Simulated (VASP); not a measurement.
# Ga2SnSe4 (I4/m) in VASP: single point with PBE

Aim: the single point of Ga2SnSe4 with PBE.

Program: VASP 6.6.1. These are calculated values, not measurements. Logs are shortened: lines on timing, memory, paths and dates and some standing lists are left out, and cuts for length are marked.

**1. The cell of the first run**

Symmetry: I4/m, No. 87, tetragonal system. Conventional cell: a = 7.941 Å, b = 7.941 Å, c = 6.332 Å, α = 90.00°, β = 90.00°, γ = 90.00°. Within 3.2 Å of Ga (site symmetry -4) lie 4 Se at 2.45 Å and 2 Ga at 3.17 Å. Within 4.0 Å of Sn (site symmetry 4/m) lie 4 Se at 3.03 Å. Se (site symmetry m) has 2 Ga at 2.45 Å and 1 Sn at 3.03 Å within 3.2 Å.

The cell was built from a structure type or drawn by symmetry, and may not be a known phase.

**2. Single point, PBE**

INCAR

```
SYSTEM = Ga2SnSe4
PREC = Accurate
ENCUT = 500
EDIFF = 1E-6
ISMEAR = 0
SIGMA = 0.15
LREAL = .FALSE.
LASPH = .TRUE.
NELM = 120
ALGO = Normal
ISIF = 2
LWAVE = .FALSE.
LCHARG = .FALSE.
GGA = PE
NBANDS = 41
GGA_COMPAT = .FALSE.
```

KPOINTS

```
Automatic mesh
0
G
  3 3 3
  0 0 0
```

POSCAR

```
Ga2SnSe4
1.0
   -3.9704671111      3.9704671111      3.1659197132
    3.9704671111     -3.9704671111      3.1659197132
    3.9704671111      3.9704671111     -3.1659197132
Ga Sn Se
2 1 4
Direct
    0.2500000000      0.7500000000      0.5000000000
    0.7500000000      0.2500000000      0.5000000000
    0.5000000000      0.5000000000      0.0000000000
    0.8398444784      0.3266942198      0.1665386982
    0.6733057802      0.8398444784      0.5131502587
    0.3266942198      0.1601555216      0.4868497413
    0.1601555216      0.6733057802      0.8334613018
```

Potentials or basis: VASP PAW PBE potentials, release 64 (Ga_d, Sn_d, Se).

Started as:

```console
> cat potpaw_PBE.64/Ga_d/POTCAR potpaw_PBE.64/Sn_d/POTCAR potpaw_PBE.64/Se/POTCAR > POTCAR
> mpirun -np 1 vasp_std > vasp.out
```

OUTCAR:

```text
SYSTEM = Ga2SnSe4
   PREC = Accurate
   ENCUT = 500
   EDIFF = 1E-6
   ISMEAR = 0
   LREAL = .FALSE.
   LASPH = .TRUE.
   NELM = 120
   ISIF = 2
   GGA = PE

 ion  position               nearest neighbor table
   1  0.250  0.750  0.500-   5 2.45   4 2.45   7 2.45   6 2.45
   2  0.750  0.250  0.500-   6 2.45   4 2.45   7 2.45   5 2.45
   3  0.500  0.500  0.000-   4 3.03   7 3.03   5 3.03   6 3.03
   4  0.840  0.327  0.167-   1 2.45   2 2.45   3 3.03
   5  0.673  0.840  0.513-   1 2.45   2 2.45   3 3.03
   6  0.327  0.160  0.487-   2 2.45   1 2.45   3 3.03
   7  0.160  0.673  0.833-   1 2.45   2 2.45   3 3.03

  LATTYP: Found a body centered tetragonal cell.
 ALAT       =     7.9409342222
 C/A-ratio  =     0.7973670665

  Lattice vectors:

 A1 = (  -3.9704671111,   3.9704671111,   3.1659197132)
 A2 = (   3.9704671111,  -3.9704671111,   3.1659197132)
 A3 = (   3.9704671111,   3.9704671111,  -3.1659197132)

Analysis of symmetry for initial positions (statically):
=====================================================================
 Subroutine PRICEL returns:
 Original cell was already a primitive cell.

 Routine SETGRP: Setting up the symmetry group for a
 body centered tetragonal supercell.

 Subroutine GETGRP returns: Found  8 space group operations
 (whereof  8 operations were pure point group operations)
 out of a pool of 16 trial point group operations.

The static configuration has the point symmetry C_4h.

Analysis of symmetry for dynamics (positions and initial velocities):
=====================================================================
 Subroutine PRICEL returns:
 Original cell was already a primitive cell.

 Routine SETGRP: Setting up the symmetry group for a
 body centered tetragonal supercell.

 Subroutine GETGRP returns: Found  8 space group operations
 (whereof  8 operations were pure point group operations)
 out of a pool of 16 trial point group operations.

The dynamic configuration has the point symmetry C_4h.

 Subroutine INISYM returns: Found  8 space group operations
 (whereof  8 operations are pure point group operations),
 and found     1 'primitive' translations

----------------------------------------------------------------------------------------

                                     Primitive cell

  volume of cell :     199.6379

  direct lattice vectors                    reciprocal lattice vectors
    -3.970467111  3.970467111  3.165919713     0.000000000  0.125929767  0.157931990
[... 81 lines left out ...]
   IBRION =     -1    ionic relax: 0-MD 1-quasi-New 2-CG
   NFREE  =      0    steps in history (QN), initial steepest desc. (CG)
   ISIF   =      2    stress and relaxation
   ISYM   =      2    0-nonsym 1-usesym 2-fastsym
   POTIM  = 0.5000    time-step for ionic-motion
   TEBEG  =    0.0;   TEEND  =   0.0 temperature during run
   PSTRESS=    0.0 pullay stress
   NELECT =      64.0000    total number of electrons
   NUPDOWN=      -1.0000    fix difference up-down
   EMIN   =  10.00;   EMAX   =-10.00  energy-range for DOS
   EFERMI =   0.00;   METHOD = LEGACY
   ISMEAR =     0;   SIGMA  =   0.15  broadening in eV -4-tet -1-fermi 0-gaus
   EFERMI_NEDOS =   21; number of points for ismear=-14 and -15
   IALGO  =     38    algorithm
   IMIX   =      4    mixing-type and parameters
     AMIX     =   0.40;   BMIX     =  1.00
     AMIX_MAG =   1.60;   BMIX_MAG =  1.00
  volume/ion in A,a.u.               =      28.52       192.46
  Fermi-wavevector in a.u.,A,eV,Ry     =   1.120436  2.117317 17.080444  1.255377
  Thomas-Fermi vector in A             =   2.257083
   LORBIT       =      0    0 simple, 1 ext, 2 COOP (PROOUT), +10 PAW based schemes
   GGA     = PE    functional components
   LHFCALC =     F    Hartree Fock is set to
   AEXX    =    0.0000 exact exchange contribution
   IVDW    =     0    specifies the selected vdW correction
   LEPSILON=     F    determine dielectric tensor
   LRPA    =     F    only Hartree local field effects (RPA)
 non-spin polarized calculation
 Gauss-broadening in eV      SIGMA  =   0.15
  energy-cutoff  :      500.00
  volume of cell :      199.64
 maximum number of plane-waves:      5127
   NGX = 23   NGY = 23   NGZ = 23

 number of electron      63.9999987 magnetization

 Free energy of the ion-electron system (eV)
  ---------------------------------------------------
  ext. energy  EPLUGINS =         0.00000000
  ---------------------------------------------------
  free energy    TOTEN  =       -26.84811089 eV

  energy without entropy =      -26.84809074  energy(sigma->0) =      -26.84810081

 E-fermi :   2.7815     XC(G=0):  -8.7653

 val. band max:        2.3789405186   @ k =  -0.3333   0.3333   0.0000
 cond. band min:       3.1427317012   @ k =   0.0000   0.0000   0.0000
 fundamental gap:      0.7637911826
 Fermi energy:         2.7814903655

 k-point     1 :       0.0000    0.0000    0.0000
  band No.  band energies     occupation
      1     -19.1675      2.00000
      2     -19.1176      2.00000
      3     -19.1176      2.00000
      4     -18.9730      2.00000
      5     -18.9685      2.00000
      6     -12.1639      2.00000
[... 253 lines left out ...]
     40       6.9480      0.00000
     41       8.3620      0.00000

------------------------ aborting loop because EDIFF is reached ----------------------------------------

  FORCE on cell =-STRESS in cart. coord.  units (eV):
  Direction    XX          YY          ZZ          XY          YZ          ZX
  --------------------------------------------------------------------------------------
  -------------------------------------------------------------------------------------
  Total        0.1189810      0.1189810      0.1201886     -0.0000006     -0.0000000      0.0000000
  in kB        0.9548722      0.9548722      0.9645636     -0.0000047     -0.0000000      0.0000000
  external PRESSURE =       0.9581027 kB  Pullay stress =       0.0000000 kB

 VOLUME and BASIS-vectors are now :
 -----------------------------------------------------------------------------
  energy-cutoff  :      500.00
  volume of cell :      199.64
      direct lattice vectors                 reciprocal lattice vectors
    -3.970467111  3.970467111  3.165919713     0.000000000  0.125929767  0.157931990
     3.970467111 -3.970467111  3.165919713     0.125929767  0.000000000  0.157931990
     3.970467111  3.970467111 -3.165919713     0.125929767  0.125929767  0.000000000

 POSITION                                       TOTAL-FORCE (eV/Angst)
 -----------------------------------------------------------------------------------
      3.97047     -0.00000      1.58296         0.000000     -0.000000     -0.000000
     -0.00000      3.97047      1.58296         0.000000     -0.000000      0.000000
      0.00000      0.00000      3.16592         0.000000     -0.000000     -0.000000
     -1.37621      2.69868      3.16592        -0.036072      0.017420     -0.000000
      2.69868      1.37621      3.16592         0.017420      0.036072      0.000000
      1.27178      2.59426      0.00000        -0.017420     -0.036072     -0.000000
      5.34668      1.27178      0.00000         0.036072     -0.017420      0.000000
 -----------------------------------------------------------------------------------
    total drift:                                0.000000      0.000000      0.000000

  FREE ENERGIE OF THE ION-ELECTRON SYSTEM (eV)
  ---------------------------------------------------
  free  energy   TOTEN  =       -26.8481108865 eV

  energy  without entropy=      -26.8480907371  energy(sigma->0) =      -26.84810081
```

Wall time 4.1 min (1 thread of Intel Xeon 8259CL, shared host); peak memory 0.35 GiB.

Results:

| Property | Result |
| --- | --- |
| Free energy | -26.8481 eV |
| Pressure | 0.1 GPa |
| Largest force | 0.040 eV/Å |
| Band gap on the k mesh | 0.76 eV (least direct gap 1.15 eV) |

Forces on the atoms (eV/Å):
```
Ga   0.000  0.000  0.000
Ga   0.000  0.000  0.000
Sn   0.000  0.000  0.000
Se  -0.036  0.017  0.000
Se   0.017  0.036  0.000
Se  -0.017 -0.036  0.000
Se   0.036 -0.017  0.000
```

Caveat: the k points lie up to 0.42 Å⁻¹ apart; spin-orbit coupling is left out, which moves the levels of the heavy elements; an odd mesh through Γ misses points on the zone boundary, where band edges can lie.
